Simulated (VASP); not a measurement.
Al:

```xyz
2
Lattice="2.8600 0.0000 0.0000 -1.4300 2.4768 0.0000 0.0000 0.0000 4.6704" Properties=species:S:1:pos:R:3 pbc="T T T"
Al    0.0000    1.6512    1.1676
Al    1.4300    0.8256    3.5028
```

| Item | Value |
| --- | --- |
| Program | VASP 6.6.1 |
| Task | relaxation of cell and atoms |
| Functional | PBEsol |
| Potentials or basis | VASP PAW PBE potentials, release 64 (Al) |
| Cutoff | 600 eV |
| k mesh | 8 × 8 × 5 |
| Occupations | gaussian, width 0.05 eV |
| Spin | no spin polarisation |

At the start: pressure -1.3 GPa; volume 16.54 Å³/atom.

**Question.** Where does the relaxation end?

**Answer.** Over 4 steps the energy falls by 2.6 meV/atom and the volume is 16.22 Å³/atom (-1.9 %); space group P6_3/mmc (No. 194, to 0.05 Å).

Step by step:
```
step  energy change (eV)  largest force (eV/Å)  pressure (GPa)  volume (Å³)
   1              0.0000                0.0000           -1.31        33.08
   2             -0.0047                0.0000            0.12        32.44
   3             -0.0047                0.0000            0.31        32.36
   4             -0.0052                0.0000            0.05        32.44
```

Final structure:
```cif
data_structure
_symmetry_space_group_name_H-M 'P 1'
_symmetry_Int_Tables_number 1
_cell_length_a 2.8252
_cell_length_b 2.8252
_cell_length_c 4.6929
_cell_angle_alpha 90.000
_cell_angle_beta 90.000
_cell_angle_gamma 120.000
_cell_volume 32.44
loop_
_atom_site_label
_atom_site_type_symbol
_atom_site_fract_x
_atom_site_fract_y
_atom_site_fract_z
_atom_site_occupancy
Al1 Al 0.33333 0.66667 0.25000 1
Al2 Al 0.66667 0.33333 0.75000 1
```

Caveat: the PAW data sets were made with another functional, which shifts forces and pressure a little.
